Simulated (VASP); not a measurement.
# Ta (I4/mmm) in VASP: notebook

Ta is run at these levels: PBEsol; tasks: single point.

Everything below comes from runs of VASP 6.6.1. Logs are shortened: lines on timing, memory, paths and dates and some standing lists are left out, and cuts for length are marked.

**1. The cell of the first run**

It takes space group I4/mmm (No. 139, tetragonal). The conventional cell has a = 3.162 Å, b = 3.162 Å, c = 3.672 Å, α = 90.00°, β = 90.00°, γ = 90.00°. Ta (site symmetry 4/mmm) has 14 Ta at 2.89 to 3.67 Å within 3.8 Å.

**2. Single point, PBEsol (18.36 Å³/atom)**

File INCAR:

```
PREC = Accurate ; ENCUT = 520
EDIFF = 1E-6 ; ISMEAR = 0
SIGMA = 0.15 ; LREAL = F
LASPH = T ; NELM = 80
ALGO = Fast ; ISIF = 2
LWAVE = F ; LCHARG = F
GGA = PS ; NBANDS = 12
```

File KPOINTS:

```
regular mesh
0
Gamma
  22 22 22
```

File POSCAR:

```
Ta
1.0
   -1.5810474224      1.5810474224      1.8359122669
    1.5810474224     -1.5810474224      1.8359122669
    1.5810474224      1.5810474224     -1.8359122669
Ta
1
Direct
    0.0000000000      0.0000000000      0.0000000000
```

Potentials or basis: VASP PAW PBE potentials, release 64 (Ta_pv).

Started as:

```
cat potpaw_PBE.64/Ta_pv/POTCAR > POTCAR
mpirun -np 1 vasp_std > vasp.out
```

OUTCAR:

```text
PREC = Accurate
   ENCUT = 520
   EDIFF = 1E-6
   ISMEAR = 0
   LREAL = F
   LASPH = T
   NELM = 80
   ISIF = 2
   GGA = PS

 ion  position               nearest neighbor table
   1  0.000  0.000  0.000-

  LATTYP: Found a body centered tetragonal cell.
 ALAT       =     3.1620948448
 C/A-ratio  =     1.1612000000

  Lattice vectors:

 A1 = (  -1.5810474224,   1.5810474224,   1.8359122669)
 A2 = (   1.5810474224,  -1.5810474224,   1.8359122669)
 A3 = (   1.5810474224,   1.5810474224,  -1.8359122669)

Analysis of symmetry for initial positions (statically):
=====================================================================
 Subroutine PRICEL returns:
 Original cell was already a primitive cell.

 Routine SETGRP: Setting up the symmetry group for a
 body centered tetragonal supercell.

 Subroutine GETGRP returns: Found 16 space group operations
 (whereof 16 operations were pure point group operations)
 out of a pool of 16 trial point group operations.

The static configuration has the point symmetry D_4h.

Analysis of symmetry for dynamics (positions and initial velocities):
=====================================================================
 Subroutine PRICEL returns:
 Original cell was already a primitive cell.

 Routine SETGRP: Setting up the symmetry group for a
 body centered tetragonal supercell.

 Subroutine GETGRP returns: Found 16 space group operations
 (whereof 16 operations were pure point group operations)
 out of a pool of 16 trial point group operations.

The dynamic configuration has the point symmetry D_4h.

 Subroutine INISYM returns: Found 16 space group operations
 (whereof 16 operations are pure point group operations),
 and found     1 'primitive' translations

----------------------------------------------------------------------------------------

                                     Primitive cell

  volume of cell :      18.3570

  direct lattice vectors                    reciprocal lattice vectors
    -1.581047422  1.581047422  1.835912267     0.000000000  0.316246049  0.272344169
     1.581047422 -1.581047422  1.835912267     0.316246049  0.000000000  0.272344169
     1.581047422  1.581047422 -1.835912267     0.316246049  0.316246049  0.000000000

  length of vectors
     2.893094495  2.893094495  2.893094495     0.417352261  0.417352261  0.447239451

  position of ions in fractional coordinates (direct lattice)
     0.000000000  0.000000000  0.000000000

  ion indices of the primitive-cell ions
   primitive index   ion index
                 1           1

[... 77 lines left out ...]
   ISIF   =      2    stress and relaxation
   ISYM   =      2    0-nonsym 1-usesym 2-fastsym
   POTIM  = 0.5000    time-step for ionic-motion
   TEBEG  =    0.0;   TEEND  =   0.0 temperature during run
   PSTRESS=    0.0 pullay stress
   NELECT =      11.0000    total number of electrons
   NUPDOWN=      -1.0000    fix difference up-down
   EMIN   =  10.00;   EMAX   =-10.00  energy-range for DOS
   EFERMI =   0.00;   METHOD = LEGACY
   ISMEAR =     0;   SIGMA  =   0.15  broadening in eV -4-tet -1-fermi 0-gaus
   EFERMI_NEDOS =   21; number of points for ismear=-14 and -15
   IALGO  =     68    algorithm
   IMIX   =      4    mixing-type and parameters
     AMIX     =   0.40;   BMIX     =  1.00
     AMIX_MAG =   1.60;   BMIX_MAG =  1.00
  volume/ion in A,a.u.               =      18.36       123.88
  Fermi-wavevector in a.u.,A,eV,Ry     =   1.380189  2.608179 25.918024  1.904921
  Thomas-Fermi vector in A             =   2.505089
   LORBIT       =      0    0 simple, 1 ext, 2 COOP (PROOUT), +10 PAW based schemes
   GGA     = PS    functional components
   LHFCALC =     F    Hartree Fock is set to
   AEXX    =    0.0000 exact exchange contribution
   IVDW    =     0    specifies the selected vdW correction
   LEPSILON=     F    determine dielectric tensor
   LRPA    =     F    only Hartree local field effects (RPA)
 non-spin polarized calculation
 RMM-DIIS sequential band-by-band and
 Gauss-broadening in eV      SIGMA  =   0.15
  energy-cutoff  :      520.00
  volume of cell :       18.36
 maximum number of plane-waves:       515
 NGX is ok and might be reduce to    24
   NGX = 11   NGY = 11   NGZ = 11

 number of electron      11.0000000 magnetization

 Free energy of the ion-electron system (eV)
  ---------------------------------------------------
  ext. energy  EPLUGINS =         0.00000000
  ---------------------------------------------------
  free energy    TOTEN  =       -12.46207339 eV

  energy without entropy =      -12.44759658  energy(sigma->0) =      -12.45483498

 E-fermi :   5.2794     XC(G=0): -12.6304

 val. band max:        5.2788746092   @ k =   0.3636   0.0000   0.0000
 cond. band min:       5.2819874774   @ k =  -0.3636  -0.4545   0.0455
 fundamental gap:      0.0031128682
 Fermi energy:         5.2794203780

 k-point     1 :       0.0000    0.0000    0.0000
  band No.  band energies     occupation
      1     -27.9408      2.00000
      2     -27.9253      2.00000
      3     -27.9253      2.00000
      4      -2.6865      2.00000
      5       5.5591      0.00836
      6       5.5591      0.00836
      7       7.2060      0.00000
      8       7.7622      0.00000
      9       9.8926      0.00000
     10      18.7468      0.00000
     11      21.1885      0.00000
     12      21.1885      0.00000
[... 331 lines left out ...]
 k-point    24 :      -0.4545    0.0455    0.0000
  band No.  band energies     occupation
      1     -29.0006      2.00000
      2     -28.2087      2.00000
      3     -27.9624      2.00000
      4       0.8792      2.00000
      5       4.4758      2.00000
      6       5.9112      0.00000
      7       7.6085      0.00000
      8      10.4220      0.00000
      9      11.9510      0.00000
     10      16.4650      0.00000
     11      17.8398      0.00000
     12      19.7742      0.00000

 [... further k-points ...]
[... 5 lines left out ...]
  --------------------------------------------------------------------------------------
  -------------------------------------------------------------------------------------
  Total       -0.1273883     -0.1273883     -1.6347771      0.0000000      0.0000000      0.0000000
  in kB      -11.1182974    -11.1182974   -142.6814176      0.0000000      0.0000000      0.0000000
  external PRESSURE =     -54.9726708 kB  Pullay stress =       0.0000000 kB

 VOLUME and BASIS-vectors are now :
 -----------------------------------------------------------------------------
  energy-cutoff  :      520.00
  volume of cell :       18.36
      direct lattice vectors                 reciprocal lattice vectors
    -1.581047422  1.581047422  1.835912267     0.000000000  0.316246049  0.272344169
     1.581047422 -1.581047422  1.835912267     0.316246049  0.000000000  0.272344169
     1.581047422  1.581047422 -1.835912267     0.316246049  0.316246049  0.000000000

 POSITION                                       TOTAL-FORCE (eV/Angst)
 -----------------------------------------------------------------------------------
      0.00000      0.00000      0.00000        -0.000000      0.000000     -0.000000
 -----------------------------------------------------------------------------------
    total drift:                                0.000000      0.000000      0.000000

  FREE ENERGIE OF THE ION-ELECTRON SYSTEM (eV)
  ---------------------------------------------------
  free  energy   TOTEN  =       -12.4620733870 eV

  energy  without entropy=      -12.4475965801  energy(sigma->0) =      -12.45483498
```

OSZICAR:

```text
N       E                     dE             d eps       ncg     rms          rms(c)
DAV:   1     0.602314411821E+02    0.60231E+02   -0.60931E+03 20064   0.872E+02
DAV:   2    -0.119577137292E+02   -0.72189E+02   -0.70375E+02 22304   0.244E+02
DAV:   3    -0.129881134878E+02   -0.10304E+01   -0.10204E+01 24000   0.274E+01
DAV:   4    -0.129909121190E+02   -0.27986E-02   -0.27984E-02 22152   0.159E+00
DAV:   5    -0.129909217057E+02   -0.95867E-05   -0.95866E-05 23992   0.892E-02    0.133E+01
RMM:   6    -0.125840794261E+02    0.40684E+00   -0.28176E-01 21588   0.430E+00    0.637E+00
RMM:   7    -0.124629368934E+02    0.12114E+00   -0.28584E-01 22610   0.419E+00    0.342E-01
RMM:   8    -0.124620258313E+02    0.91106E-03   -0.11466E-02 24390   0.991E-01    0.293E-01
RMM:   9    -0.124620967604E+02   -0.70929E-04   -0.15640E-03 25082   0.351E-01    0.611E-02
RMM:  10    -0.124620705548E+02    0.26206E-04   -0.22778E-04 25561   0.133E-01    0.939E-03
RMM:  11    -0.124620727818E+02   -0.22270E-05   -0.44049E-05 26131   0.514E-02    0.437E-03
RMM:  12    -0.124620733870E+02   -0.60522E-06   -0.57931E-06 22298   0.158E-02
   1 F= -.12462073E+02 E0= -.12454835E+02  d E =-.144768E-01
```

Run time: 1.7 min. Hardware: 1 thread of AMD EPYC 9R45 (Zen 5), shared host; peak memory 0.26 GiB.

Results:

```
Free energy            : -12.4621 eV
Pressure               : -5.5 GPa
Band gap on the k mesh : zero (an odd number of electrons rules out a gap without spin polarisation)
```

Stress tensor (GPa, compression positive):
```
 -1.11   0.00   0.00
  0.00  -1.11   0.00
  0.00   0.00 -14.27
```

Levels at points of the mesh, in eV from the Fermi level:
| k point | band 3 | band 4 | band 5 | band 6 | band 7 | band 8 |
| --- | --- | --- | --- | --- | --- | --- |
| (0.00, 0.00, 0.00) | -33.20 | -7.97 | 0.28 | 0.28 | 1.93 | 2.48 |
| (0.50, 0.00, 0.00) | -33.23 | -4.44 | -0.85 | 1.16 | 2.20 | 5.17 |
| (0.50, 0.50, 0.00) | -33.33 | -4.35 | -2.62 | 2.18 | 5.22 | 5.59 |
| (0.50, 0.50, 0.50) | -33.84 | -4.03 | -3.55 | 5.99 | 6.26 | 6.81 |

Caveat: the cell stands under tension; the PAW data sets were made with another functional, which shifts forces and pressure a little; spin-orbit coupling is left out, which moves the levels of the heavy elements.

**3. Single point, PBEsol (18.36 Å³/atom)**

File INCAR:

```
SYSTEM = Ta
  PREC = Accurate
  ENCUT = 520
  EDIFF = 1E-6
  ISMEAR = 0
  SIGMA = 0.15
  LREAL = .False.
  LASPH = .True.
  NELM = 60
  ALGO = Fast
  ISIF = 2
  LWAVE = .False.
  LCHARG = .False.
  GGA = PS
  NBANDS = 12
```

File KPOINTS:

```
Automatic mesh
0
Gamma
  22 22 22
  0 0 0
```

File POSCAR:

```
Ta
1.0
   -1.5042071808      1.5042071808      2.0282729626
    1.5042071808     -1.5042071808      2.0282729626
    1.5042071808      1.5042071808     -2.0282729626
Ta
1
Direct
    0.0000000000      0.0000000000      0.0000000000
```

Potentials or basis: VASP PAW PBE potentials, release 64 (Ta_pv).

Started as:

```
cat potpaw_PBE.64/Ta_pv/POTCAR > POTCAR
mpirun -np 1 vasp_std > vasp.out
```

Run time: 1.8 min. Hardware: 1 thread of AMD EPYC 9R45 (Zen 5), shared host; peak memory 0.26 GiB.

The run converged. Its results:

| Item | Value |
| --- | --- |
| Free energy | -12.3062 eV |
| Pressure | -2.0 GPa |
| Band gap on the k mesh | zero (an odd number of electrons rules out a gap without spin polarisation) |

Stress tensor (GPa, compression positive):
```
 0.68  0.00  0.00
 0.00  0.68  0.00
 0.00  0.00 -7.26
```

Levels at points of the mesh, in eV from the Fermi level:
```tsv
k point	band 2	band 3	band 4	band 5	band 6	band 7	band 8	band 9
(0.00, 0.00, 0.00)	-33.47	-33.47	-8.21	0.27	0.27	0.88	3.09	3.93
(0.50, 0.00, 0.00)	-33.65	-33.58	-4.70	-0.13	0.57	0.81	5.74	6.18
(0.50, 0.50, 0.00)	-33.89	-33.78	-4.53	-3.37	2.78	5.89	6.34	6.99
(0.50, 0.50, 0.50)	-33.92	-33.92	-4.46	-3.51	3.66	5.92	6.69	6.69
```

Caveat: the PAW data sets were made with another functional, which shifts forces and pressure a little; spin-orbit coupling is left out, which moves the levels of the heavy elements.

**4. Single point, PBEsol (18.36 Å³/atom)**

File INCAR:

```
  ALGO = Fast
  EDIFF = 1E-6
  ENCUT = 520
  GGA = PS
  ISIF = 2
  ISMEAR = 0
  LASPH = True
  LCHARG = False
  LREAL = False
  LWAVE = False
  NBANDS = 12
  NELM = 100
  PREC = Accurate
  SIGMA = 0.15
```

File KPOINTS:

```
k-points
0
Gamma
  22 22 22
```

File POSCAR:

```
Ta
1.0
   -1.4310950382      1.4310950382      2.2408086108
    1.4310950382     -1.4310950382      2.2408086108
    1.4310950382      1.4310950382     -2.2408086108
Ta
1
Direct
    0.0000000000      0.0000000000      0.0000000000
```

Potentials or basis: VASP PAW PBE potentials, release 64 (Ta_pv).

Started as:

```
cat potpaw_PBE.64/Ta_pv/POTCAR > POTCAR
mpirun -np 1 vasp_std > vasp.out
```

OUTCAR:

```text
EDIFF = 1E-6
   ENCUT = 520
   GGA = PS
   ISIF = 2
   ISMEAR = 0
   LASPH = True
   LREAL = False
   NELM = 100
   PREC = Accurate

 ion  position               nearest neighbor table
   1  0.000  0.000  0.000-

  LATTYP: Found a body centered tetragonal cell.
 ALAT       =     2.8621900764
 C/A-ratio  =     1.5658000000

  Lattice vectors:

 A1 = (  -1.4310950382,   1.4310950382,   2.2408086108)
 A2 = (   1.4310950382,  -1.4310950382,   2.2408086108)
 A3 = (   1.4310950382,   1.4310950382,  -2.2408086108)

Analysis of symmetry for initial positions (statically):
=====================================================================
 Subroutine PRICEL returns:
 Original cell was already a primitive cell.

 Routine SETGRP: Setting up the symmetry group for a
 body centered tetragonal supercell.

 Subroutine GETGRP returns: Found 16 space group operations
 (whereof 16 operations were pure point group operations)
 out of a pool of 16 trial point group operations.

The static configuration has the point symmetry D_4h.

Analysis of symmetry for dynamics (positions and initial velocities):
=====================================================================
 Subroutine PRICEL returns:
 Original cell was already a primitive cell.

 Routine SETGRP: Setting up the symmetry group for a
 body centered tetragonal supercell.

 Subroutine GETGRP returns: Found 16 space group operations
 (whereof 16 operations were pure point group operations)
 out of a pool of 16 trial point group operations.

The dynamic configuration has the point symmetry D_4h.

 Subroutine INISYM returns: Found 16 space group operations
 (whereof 16 operations are pure point group operations),
 and found     1 'primitive' translations

----------------------------------------------------------------------------------------

                                     Primitive cell
[... 110 lines left out ...]
  volume/ion in A,a.u.               =      18.36       123.88
  Fermi-wavevector in a.u.,A,eV,Ry     =   1.380189  2.608179 25.918024  1.904921
  Thomas-Fermi vector in A             =   2.505089
   LORBIT       =      0    0 simple, 1 ext, 2 COOP (PROOUT), +10 PAW based schemes
   GGA     = PS    functional components
   LHFCALC =     F    Hartree Fock is set to
   AEXX    =    0.0000 exact exchange contribution
   IVDW    =     0    specifies the selected vdW correction
   LEPSILON=     F    determine dielectric tensor
   LRPA    =     F    only Hartree local field effects (RPA)
 non-spin polarized calculation
 RMM-DIIS sequential band-by-band and
 Gauss-broadening in eV      SIGMA  =   0.15
  energy-cutoff  :      520.00
  volume of cell :       18.36
 maximum number of plane-waves:       513
   NGX = 11   NGY = 11   NGZ = 11

 number of electron      11.0000001 magnetization

 Free energy of the ion-electron system (eV)
  ---------------------------------------------------
  ext. energy  EPLUGINS =         0.00000000
  ---------------------------------------------------
  free energy    TOTEN  =       -12.33795996 eV

  energy without entropy =      -12.32309340  energy(sigma->0) =      -12.33052668

 E-fermi :   5.4843     XC(G=0): -12.6298

 val. band max:        5.4790636637   @ k =  -0.4545   0.2273   0.0000
 cond. band min:       5.4864175475   @ k =  -0.4545   0.1364   0.0000
 fundamental gap:      0.0073538838
 Fermi energy:         5.4842954939

 k-point     1 :       0.0000    0.0000    0.0000
  band No.  band energies     occupation
      1     -27.9657      2.00000
      2     -27.9126      2.00000
      3     -27.9126      2.00000
      4      -2.6856      2.00000
      5       5.1218      1.99937
      6       6.5206      0.00000
      7       6.5206      0.00000
      8       7.9348      0.00000
      9      10.0191      0.00000
     10      18.2751      0.00000
     11      19.7517      0.00000
     12      21.1865      0.00000
[... 331 lines left out ...]
 k-point    24 :      -0.4545    0.0455    0.0000
  band No.  band energies     occupation
      1     -29.0160      2.00000
      2     -28.1639      2.00000
      3     -27.9941      2.00000
      4       0.8839      2.00000
      5       5.1715      1.99682
      6       5.8378      0.00086
      7       6.5672      0.00000
      8      10.9431      0.00000
      9      11.6115      0.00000
     10      16.1998      0.00000
     11      18.1722      0.00000
     12      19.7659      0.00000

 [... further k-points ...]
[... 5 lines left out ...]
  --------------------------------------------------------------------------------------
  -------------------------------------------------------------------------------------
  Total       -0.6737996     -0.6737996      0.3435539      0.0000000      0.0000000      0.0000000
  in kB      -58.8084367    -58.8084367     29.9849826      0.0000000      0.0000000      0.0000000
  external PRESSURE =     -29.2106303 kB  Pullay stress =       0.0000000 kB

 VOLUME and BASIS-vectors are now :
 -----------------------------------------------------------------------------
  energy-cutoff  :      520.00
  volume of cell :       18.36
      direct lattice vectors                 reciprocal lattice vectors
    -1.431095038  1.431095038  2.240808611     0.000000000  0.349382806  0.223133737
     1.431095038 -1.431095038  2.240808611     0.349382806  0.000000000  0.223133737
     1.431095038  1.431095038 -2.240808611     0.349382806  0.349382806  0.000000000

 POSITION                                       TOTAL-FORCE (eV/Angst)
 -----------------------------------------------------------------------------------
      0.00000      0.00000      0.00000        -0.000000     -0.000000      0.000000
 -----------------------------------------------------------------------------------
    total drift:                               -0.000000      0.000000      0.000000

  FREE ENERGIE OF THE ION-ELECTRON SYSTEM (eV)
  ---------------------------------------------------
  free  energy   TOTEN  =       -12.3379599577 eV

  energy  without entropy=      -12.3230933994  energy(sigma->0) =      -12.33052668
```

stdout:

```text
POSCAR found type information on POSCAR Ta
 POSCAR found :  1 types and       1 ions
 scaLAPACK will be used
 -----------------------------------------------------------------------------
|                                                                             |
|                                                                             |
|     You enforced a specific xc type in the INCAR file but a different       |
|     I HOPE YOU KNOW WHAT YOU ARE DOING!                                     |
|                                                                             |
 -----------------------------------------------------------------------------

 LDA part: xc-table for (Slater+PW92), standard interpolation
 POSCAR, INCAR and KPOINTS ok, starting setup
 FFT: planning ... GRIDC
 FFT: planning ... GRID_SOFT
 FFT: planning ... GRID
 WAVECAR not read
 entering main loop
WARNING in EDDRMM: call to ZHEGV failed, returncode =   6  3     12
WARNING in EDDRMM: call to ZHEGV failed, returncode =   8  4     12
```

Run time: 2.1 min. Hardware: 1 thread of AMD EPYC 9R45 (Zen 5), shared host; peak memory 0.26 GiB.

What came out:

```yaml
Free_energy: -12.3380 eV
Pressure: -2.9 GPa
Band_gap_on_the_k_mesh: zero (an odd number of electrons rules out a gap without spin polarisation)
```

Stress tensor (GPa, compression positive):
```
-5.88  0.00  0.00
 0.00 -5.88  0.00
 0.00  0.00  3.00
```

Levels at points of the mesh, in eV from the Fermi level:
| k point | band 2 | band 3 | band 4 | band 5 | band 6 | band 7 | band 8 | band 9 |
| --- | --- | --- | --- | --- | --- | --- | --- | --- |
| (0.00, 0.00, 0.00) | -33.40 | -33.40 | -8.17 | -0.36 | 1.04 | 1.04 | 2.45 | 4.53 |
| (0.50, 0.00, 0.00) | -33.65 | -33.47 | -4.65 | -0.42 | 0.87 | 1.00 | 5.64 | 6.30 |
| (0.50, 0.50, 0.00) | -34.00 | -33.76 | -4.42 | -3.39 | 3.75 | 5.66 | 5.85 | 7.54 |
| (0.50, 0.50, 0.50) | -33.68 | -33.68 | -4.58 | -3.25 | 1.93 | 6.16 | 6.65 | 6.65 |

Caveat: the PAW data sets were made with another functional, which shifts forces and pressure a little; spin-orbit coupling is left out, which moves the levels of the heavy elements.

(Part 1 of 2 ends here.)
